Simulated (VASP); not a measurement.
# Sn (I4/mmm) in VASP: settings compared, part 2 of 2

VASP 6.6.1. The steps go on from the part before.

## (4) Single point, PBE

INCAR

```
  ALGO = Normal
  EDIFF = 1E-7
  ENCUT = 520
  GGA = PE
  ISIF = 2
  ISMEAR = 0
  LASPH = True
  LCHARG = True
  LELF = True
  LREAL = False
  LVHAR = True
  LWAVE = False
  NBANDS = 13
  NELM = 80
  PREC = Accurate
  SIGMA = 0.019000000000000003
```

KPOINTS

```
k-points
0
Gamma
  10 10 10
```

POSCAR

```
Sn
1.0
   -2.0291894110      2.0291894110      1.6607599896
    2.0291894110     -2.0291894110      1.6607599896
    2.0291894110      2.0291894110     -1.6607599896
Sn
1
Direct
    0.0000000000      0.0000000000      0.0000000000
```

Potentials or basis: VASP PAW PBE potentials, release 64 (Sn_d).

On the command line:

```
> cat potpaw_PBE.64/Sn_d/POTCAR > POTCAR
> mpirun -np 1 vasp_std > vasp.out
```

OUTCAR:

```text
EDIFF = 1E-7
   ENCUT = 520
   GGA = PE
   ISIF = 2
   ISMEAR = 0
   LASPH = True
   LREAL = False
   NELM = 80
   PREC = Accurate

 ion  position               nearest neighbor table
   1  0.000  0.000  0.000-

  LATTYP: Found a body centered tetragonal cell.
 ALAT       =     4.0583788220
 C/A-ratio  =     0.8184351745

  Lattice vectors:

 A1 = (  -2.0291894110,   2.0291894110,   1.6607599896)
 A2 = (   2.0291894110,  -2.0291894110,   1.6607599896)
 A3 = (   2.0291894110,   2.0291894110,  -1.6607599896)

Analysis of symmetry for initial positions (statically):
=====================================================================
 Subroutine PRICEL returns:
 Original cell was already a primitive cell.

 Routine SETGRP: Setting up the symmetry group for a
 body centered tetragonal supercell.

 Subroutine GETGRP returns: Found 16 space group operations
 (whereof 16 operations were pure point group operations)
 out of a pool of 16 trial point group operations.

The static configuration has the point symmetry D_4h.

Analysis of symmetry for dynamics (positions and initial velocities):
=====================================================================
 Subroutine PRICEL returns:
 Original cell was already a primitive cell.

 Routine SETGRP: Setting up the symmetry group for a
 body centered tetragonal supercell.

 Subroutine GETGRP returns: Found 16 space group operations
 (whereof 16 operations were pure point group operations)
 out of a pool of 16 trial point group operations.

The dynamic configuration has the point symmetry D_4h.

 Subroutine INISYM returns: Found 16 space group operations
 (whereof 16 operations are pure point group operations),
 and found     1 'primitive' translations

----------------------------------------------------------------------------------------

                                     Primitive cell

  volume of cell :      27.3534

[... 108 lines left out ...]
  Fermi-wavevector in a.u.,A,eV,Ry     =   1.309524  2.474642 23.331997  1.714853
  Thomas-Fermi vector in A             =   2.440117
   LORBIT       =      0    0 simple, 1 ext, 2 COOP (PROOUT), +10 PAW based schemes
   GGA     = PE    functional components
   LHFCALC =     F    Hartree Fock is set to
   AEXX    =    0.0000 exact exchange contribution
   IVDW    =     0    specifies the selected vdW correction
   LEPSILON=     F    determine dielectric tensor
   LRPA    =     F    only Hartree local field effects (RPA)
 non-spin polarized calculation
 Gauss-broadening in eV      SIGMA  =   0.02
  energy-cutoff  :      520.00
  volume of cell :       27.35
 maximum number of plane-waves:       754
 NGX is ok and might be reduce to    28
   NGX = 13   NGY = 13   NGZ = 13

 number of electron      14.0000001 magnetization

 Free energy of the ion-electron system (eV)
  ---------------------------------------------------
  ext. energy  EPLUGINS =         0.00000000
  ---------------------------------------------------
  free energy    TOTEN  =        -3.77619510 eV

  energy without entropy =       -3.77584221  energy(sigma->0) =       -3.77601866

 E-fermi :   7.9138     XC(G=0): -10.3289

 val. band max:        7.9056858081   @ k =  -0.2000   0.4000   0.1000
 cond. band min:       7.9140519429   @ k =  -0.2000  -0.3000   0.2000
 fundamental gap:      0.0083661348
 Fermi energy:         7.9137672055

 k-point     1 :       0.0000    0.0000    0.0000
  band No.  band energies     occupation
      1     -13.5858      2.00000
      2     -13.5104      2.00000
      3     -13.5104      2.00000
      4     -13.5080      2.00000
      5     -13.3943      2.00000
      6      -3.0598      2.00000
      7      14.7476      0.00000
      8      14.7476      0.00000
      9      17.3100      0.00000
     10      18.2355      0.00000
     11      19.3777      0.00000
     12      20.5152      0.00000
     13      20.5152      0.00000
[... 354 lines left out ...]
  band No.  band energies     occupation
      1     -13.5580      2.00000
      2     -13.4779      2.00000
      3     -13.4524      2.00000
      4     -13.4225      2.00000
      5     -13.4014      2.00000
      6       1.9791      2.00000
      7       5.4075      2.00000
      8       6.8976      2.00000
      9      12.4236      0.00000
     10      17.1058      0.00000
     11      19.2261      0.00000
     12      23.9107      0.00000
     13      24.3313      0.00000

 [... further k-points ...]
[... 5 lines left out ...]
  --------------------------------------------------------------------------------------
  -------------------------------------------------------------------------------------
  Total        0.0442026      0.0442026      0.2969191      0.0000000     -0.0000000      0.0000000
  in kB        2.5890861      2.5890861     17.3914847      0.0000000     -0.0000000      0.0000000
  external PRESSURE =       7.5232190 kB  Pullay stress =       0.0000000 kB

 VOLUME and BASIS-vectors are now :
 -----------------------------------------------------------------------------
  energy-cutoff  :      520.00
  volume of cell :       27.35
      direct lattice vectors                 reciprocal lattice vectors
    -2.029189411  2.029189411  1.660759990     0.000000000  0.246403809  0.301066983
     2.029189411 -2.029189411  1.660759990     0.246403809  0.000000000  0.301066983
     2.029189411  2.029189411 -1.660759990     0.246403809  0.246403809  0.000000000

 POSITION                                       TOTAL-FORCE (eV/Angst)
 -----------------------------------------------------------------------------------
      0.00000      0.00000      0.00000         0.000000     -0.000000      0.000000
 -----------------------------------------------------------------------------------
    total drift:                               -0.000000     -0.000000     -0.000000

  FREE ENERGIE OF THE ION-ELECTRON SYSTEM (eV)
  ---------------------------------------------------
  free  energy   TOTEN  =        -3.7761951017 eV

  energy  without entropy=       -3.7758422105  energy(sigma->0) =       -3.77601866
```

OSZICAR:

```text
N       E                     dE             d eps       ncg     rms          rms(c)
DAV:   1     0.797178555433E+02    0.79718E+02   -0.71576E+03  2738   0.161E+03
DAV:   2     0.172405589914E+01   -0.77994E+02   -0.75535E+02  2837   0.340E+02
DAV:   3    -0.367180243172E+01   -0.53959E+01   -0.53824E+01  3162   0.715E+01
DAV:   4    -0.378497615927E+01   -0.11317E+00   -0.11316E+00  3142   0.112E+01
DAV:   5    -0.378902476317E+01   -0.40486E-02   -0.40485E-02  3391   0.206E+00    0.134E+00
DAV:   6    -0.377943313346E+01    0.95916E-02   -0.10542E-02  3353   0.175E+00    0.741E-01
DAV:   7    -0.377631441260E+01    0.31187E-02   -0.68812E-03  3317   0.137E+00    0.973E-02
DAV:   8    -0.377619448240E+01    0.11993E-03   -0.72121E-04  3262   0.450E-01    0.218E-02
DAV:   9    -0.377619418293E+01    0.29947E-06   -0.14348E-05  3719   0.486E-02    0.147E-02
DAV:  10    -0.377619513681E+01   -0.95388E-06   -0.22187E-06  3260   0.185E-02    0.801E-04
DAV:  11    -0.377619524531E+01   -0.10849E-06   -0.91283E-08  2276   0.457E-03    0.276E-04
DAV:  12    -0.377619507683E+01    0.16847E-06   -0.32535E-08  1676   0.304E-03    0.174E-04
DAV:  13    -0.377619510175E+01   -0.24912E-07   -0.70241E-09  1581   0.125E-03
   1 F= -.37761951E+01 E0= -.37760187E+01  d E =-.352891E-03
```

stdout:

```text
POSCAR found type information on POSCAR Sn
 POSCAR found :  1 types and       1 ions
 scaLAPACK will be used
 LDA part: xc-table for (Slater+PW92), standard interpolation
 POSCAR, INCAR and KPOINTS ok, starting setup
 FFT: planning ... GRIDC
 FFT: planning ... GRID_SOFT
 FFT: planning ... GRID
 WAVECAR not read
 entering main loop
```

Wall time 26 s (1 thread of Intel Xeon Platinum 8559C (Emerald Rapids), shared host); peak memory 0.17 GiB.

What came out:

- Free energy: -3.7762 eV
- Pressure: 0.8 GPa
- Band gap on the k mesh: zero (band 7 reaches 14.75 eV, above the bottom of band 8 at 5.95 eV)

Stress tensor (GPa, compression positive):
```
0.26 0.00 0.00
0.00 0.26 0.00
0.00 0.00 1.74
```

Caveat: spin-orbit coupling is left out, which moves the levels of the heavy elements.

## (5) Single point, PBE

INCAR

```
PREC = Accurate
ENCUT = 520
EDIFF = 1E-6
ISMEAR = 0
SIGMA = 0.02
LREAL = False
LASPH = True
NELM = 80
ALGO = Normal
ISIF = 2
LWAVE = False
LCHARG = False
GGA = PE
NBANDS = 13
```

KPOINTS

```
regular mesh
0
Gamma
  10 10 10
```

POSCAR is that of step 4.

On the command line:

```
> cat potpaw_PBE.64/Sn_d/POTCAR > POTCAR
> mpirun -np 1 vasp_std > vasp.out
```

Wall time 26 s (1 thread of Intel Xeon Platinum 8559C (Emerald Rapids), shared host); peak memory 0.17 GiB.

It converged, with:

```yaml
Free_energy: -3.7762 eV
Pressure: 0.8 GPa
Band_gap_on_the_k_mesh: zero (band 7 reaches 14.75 eV, above the bottom of band 8 at 5.95 eV)
```

Stress tensor (GPa, compression positive):
```
0.28 0.00 0.00
0.00 0.28 0.00
0.00 0.00 1.74
```

Levels at points of the mesh, in eV from the Fermi level:
| k point | band 3 | band 4 | band 5 | band 6 | band 7 | band 8 | band 9 | band 10 | band 11 | band 12 |
| --- | --- | --- | --- | --- | --- | --- | --- | --- | --- | --- |
| (0.00, 0.00, 0.00) | -21.42 | -21.42 | -21.31 | -10.97 | 6.83 | 6.83 | 9.40 | 10.32 | 11.46 | 12.60 |
| (0.50, 0.00, 0.00) | -21.35 | -21.28 | -21.26 | -5.69 | -4.09 | 3.14 | 4.40 | 7.26 | 7.44 | 13.76 |
| (0.50, 0.50, 0.00) | -21.39 | -21.35 | -21.27 | -7.21 | -4.61 | 5.85 | 7.82 | 10.44 | 11.00 | 11.83 |
| (0.50, 0.50, 0.50) | -21.28 | -21.28 | -21.25 | -3.33 | -1.49 | -1.49 | 2.59 | 3.12 | 6.16 | 18.95 |

Caveat: spin-orbit coupling is left out, which moves the levels of the heavy elements.

## (6) Single point, PBE

INCAR

```
SYSTEM = Sn
ALGO = Fast ; EDIFF = 1E-6
ENCUT = 520 ; GGA = PE
ISIF = 2 ; ISMEAR = 0
LASPH = .True. ; LCHARG = .False.
LREAL = .False. ; LWAVE = .False.
NBANDS = 13 ; NELM = 80
PREC = Accurate ; SIGMA = 0.020999999999999998
```

KPOINTS

```
k-points
0
Gamma
  10 10 10
  0 0 0
```

POSCAR is that of step 5.

Potentials or basis: VASP PAW PBE potentials, release 64 (Sn_d).

On the command line:

```
> cat potpaw_PBE.64/Sn_d/POTCAR > POTCAR
> mpirun -np 1 vasp_std > vasp.out
```

It took 32 s on 1 thread of Intel Xeon Platinum 8559C (Emerald Rapids), shared host; peak memory 0.17 GiB.

Results (log left out):

* Free energy: -3.7762 eV
* Pressure: 0.8 GPa
* Band gap on the k mesh: zero (band 7 reaches 14.75 eV, above the bottom of band 8 at 5.95 eV)

Stress tensor (GPa, compression positive):
```
0.33 0.00 0.00
0.00 0.33 0.00
0.00 0.00 1.80
```

Levels at points of the mesh, in eV from the Fermi level:
| k point | band 4 | band 5 | band 6 | band 7 | band 8 | band 9 | band 10 | band 11 |
| --- | --- | --- | --- | --- | --- | --- | --- | --- |
| (0.00, 0.00, 0.00) | -21.42 | -21.31 | -10.97 | 6.83 | 6.83 | 9.40 | 10.32 | 11.46 |
| (0.50, 0.00, 0.00) | -21.28 | -21.26 | -5.69 | -4.09 | 3.14 | 4.40 | 7.26 | 7.44 |
| (0.50, 0.50, 0.00) | -21.35 | -21.27 | -7.21 | -4.61 | 5.85 | 7.82 | 10.44 | 11.00 |
| (0.50, 0.50, 0.50) | -21.28 | -21.25 | -3.33 | -1.50 | -1.50 | 2.59 | 3.12 | 6.16 |

Caveat: spin-orbit coupling is left out, which moves the levels of the heavy elements.

## (7) Summary

| level | spin | k mesh | smearing | gap on the mesh (eV) | pressure (GPa) |
| --- | --- | --- | --- | --- | --- |
| PBEsol | non-collinear, zero start, SOC | 8 × 8 × 8 | fermi-dirac 0.05 eV | - | -2.0 |
| PBE | off | 10 × 10 × 10 | gaussian 0.018 eV | none | 0.8 |
| PBE | off | 10 × 10 × 10 | gaussian 0.019 eV | none | 0.8 |
| PBE | off | 10 × 10 × 10 | gaussian 0.02 eV | none | 0.8 |
| PBE | off | 10 × 10 × 10 | gaussian 0.021 eV | none | 0.8 |

Alike in all rows: task single point; potentials or basis VASP PAW PBE potentials, release 64 (Sn_d); cell as given; cutoff (eV) 520.

Every run on the cell as given and a fine mesh finds a metal. The pressure there spans -2.0 GPa (PBEsol) to 0.8 GPa (PBE); a positive pressure means that this level wants a larger cell, a negative one a smaller.

Caveats: spin-orbit coupling is left out, which moves the levels of the heavy elements (some runs); the PAW data sets were made with another functional, which shifts forces and pressure a little (some runs).

Total energies depend on the potentials used, so only differences within one code and one set of settings carry meaning.
